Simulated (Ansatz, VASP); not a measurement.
PbSe in VASP and in Ansatz

```
Pb Se
1.0
     0.00000    3.08870    3.08870
     3.08870    0.00000    3.08870
     3.08870    3.08870    0.00000
Pb Se
1 1
Direct
  0.00000 0.00000 0.00000
  0.50000 0.50000 0.50000
```

Alike in both runs: task single point; functional r2SCAN; k mesh 8 × 8 × 8; no spin polarisation.

|  | VASP | Ansatz |
| --- | --- | --- |
| version | VASP 6.6.1 | Ansatz 0.2.0 |
| potentials or method | VASP PAW PBE potentials, release 64 (Pb_d, Se) | plane waves, PAW |
| plane-wave cutoff (eV) | 520 | 500 |
| occupations | gaussian, width 0.01 eV | fixed |
| valence electrons in the cell | 20 | 30 |

VASP gave:

| Quantity | Value |
| --- | --- |
| gap on the k mesh at the Fermi level (eV) | 0.67 |
| pressure (GPa) | 0.0 |

Problem. Estimate Ansatz's values.

Solution. gap on the k mesh at the Fermi level (eV): 0.66; pressure (GPa): 0.0.

VASP's potentials were made for PBE, not for r2SCAN. VASP's potentials hold 20 valence electrons a cell and Ansatz's 30, so a difference there can come from the potentials and not from the codes.

Spin-orbit coupling is off throughout.
